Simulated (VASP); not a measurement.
Wanted: the native input for a VASP 6.6.1 run.

* Task: single point
* Functional: PBE
* Potentials or basis: VASP PAW PBE potentials, release 64 (Si)
* Cutoff: 520 eV
* k mesh: 10 × 10 × 4
* Occupations: gaussian, width 0.05 eV
* Spin: no spin polarisation
* Dipole correction: no
* Further INCAR settings: ALGO = Normal; EDIFF = 1e-07; NBANDS = 26

The structure of Si lies in POSCAR:

```
Si
1.0
    0.0000000000      0.0000000000      3.8608359371
    3.3455832253     -3.3455832253     -1.9304179686
    6.6911664507      6.6911664507      0.0000000000
Si
8
Direct
   -0.0736328653      0.0000000000      0.1786105076
    0.4384289849      0.0000000000      0.6786105076
    0.4384289849      0.0000000000      0.3213894924
   -0.0736328653      0.0000000000      0.8213894924
    0.8227881532      0.6427789847      0.0000000000
    0.4551947118      0.6427789847      0.5000000000
    0.1800091685      0.3572210153      0.0000000000
    0.8124157271      0.3572210153      0.5000000000
```

This cell differs from its parent crystal: mode 4 frozen in at -0.256 Å and mode 7 at -0.261 Å (largest displacements).

One way to write it, as run:

INCAR

```
PREC     = Accurate       # precision mode
ENCUT    = 520            # plane-wave cutoff, eV
EDIFF    = 1E-7           # SCF threshold, eV
ISMEAR   = 0              # smearing method
SIGMA    = 0.05           # smearing width, eV
LREAL    = False          # projectors in reciprocal space
LASPH    = True           # aspherical terms in the spheres
NELM     = 100            # most SCF steps
ALGO     = Normal         # electronic algorithm
ISIF     = 2              # what is computed and relaxed
LWAVE    = False          # write WAVECAR
LCHARG   = False          # write CHGCAR
GGA      = PE             # functional
NBANDS   = 26             # bands
```

KPOINTS

```
Automatic mesh
0
Gamma
  10 10 4
```

Potentials or basis: VASP PAW PBE potentials, release 64 (Si).

The run is started by

```sh
$ cat potpaw_PBE.64/Si/POTCAR > POTCAR
$ mpirun -np 1 vasp_std > vasp.out
```

It gave:

| Quantity | Value |
| --- | --- |
| Pressure | -2.1 GPa |
| Largest force | 1.436 eV/Å |
| Band gap on the k mesh | zero (band 16 reaches 5.59 eV, above the bottom of band 17 at 5.14 eV) |

Caveat: the cell differs from its parent crystal (mode 4 frozen in at -0.256 Å and mode 7 at -0.261 Å (largest displacements)); forces of over 1 eV/Å act on the atoms, so gaps and moduli don't describe the material at rest.

Run time: 6.4 min on 1 thread of Intel Xeon 6975P-C, with other jobs on the host, peak memory 0.45 GiB.
